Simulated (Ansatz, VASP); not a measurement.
**V: VASP beside Ansatz**

```xyz
2
Lattice="0.0000 2.3246 2.3246 2.3246 0.0000 2.3246 2.3246 2.3246 0.0000" Properties=species:S:1:pos:R:3 pbc="T T T"
V    -0.5811   -0.5811   -0.5811
V     0.5811    0.5811    0.5811
```

Change from the starting cell: volume scaled by 0.76, LAPW.

Alike in both runs: task single point; functional LDA; k mesh 13 × 13 × 13; occupations fermi-dirac, width 0.05 eV; no spin polarisation.

|  | VASP | Ansatz |
| --- | --- | --- |
| version | VASP 6.6.1 | Ansatz 0.2.0 |
| potentials or method | VASP PAW LDA potentials, release 64 (V_sv), cutoff 520 eV | all-electron LAPW, scalar-relativistic |

|  | VASP | Ansatz | Ansatz less VASP |
| --- | --- | --- | --- |
| pressure (GPa) | 43.3 | 37.7 | -5.55 |

LDA's correlation is that of Perdew and Zunger in VASP and of Perdew and Wang (1992) in Ansatz. The pressures are high and differ by over a tenth, so treat them with care. Ansatz ran all-electron here, and VASP with PAW potentials.
